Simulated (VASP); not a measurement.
A run of VASP 6.6.1 is set up as follows.

Contents of INCAR:

```
PREC     = Accurate       # precision mode
ENCUT    = 520            # plane-wave cutoff, eV
EDIFF    = 1E-6           # SCF threshold, eV
ISMEAR   = 0              # smearing method
SIGMA    = 0.15           # smearing width, eV
LREAL    = F              # projectors in reciprocal space
LASPH    = T              # aspherical terms in the spheres
NELM     = 80             # most SCF steps
ALGO     = Normal         # electronic algorithm
ISIF     = 2              # what is computed and relaxed
LWAVE    = F              # write WAVECAR
LCHARG   = F              # write CHGCAR
GGA      = PS             # functional
NBANDS   = 11             # bands
```

The input KPOINTS:

```
regular mesh
0
Gamma
  16 16 16
```

File POSCAR:

```
HCl
1.0
    0.0000000000      2.4610000000      2.9692000000
    2.3138000000      0.0000000000      2.9692000000
    2.3138000000      2.4610000000      0.0000000000
H Cl
1 1
Direct
    0.0000000000      0.0000000000      0.0000000000
    0.5000000000      0.5000000000      0.5000000000
```

Potentials or basis: VASP PAW PBE potentials, release 64 (H, Cl).

Launch:

```console
$ cat potpaw_PBE.64/H/POTCAR potpaw_PBE.64/Cl/POTCAR > POTCAR
$ mpirun -np 1 vasp_std > vasp.out
```

What does it give for the band gap on the k mesh?

Zero (band 4 reaches -0.94 eV, above the bottom of band 5 at -1.42 eV).

What does it give for the pressure?

-10.8 GPa.

Stress tensor (GPa, compression positive):
```
-18.71   0.00   0.00
  0.00 -10.95   0.00
  0.00   0.00  -2.64
```

Caveat: the cell differs from its parent crystal (strain -0.080 along x and y, +0.040 along z); the PAW data sets were made with another functional, which shifts forces and pressure a little.
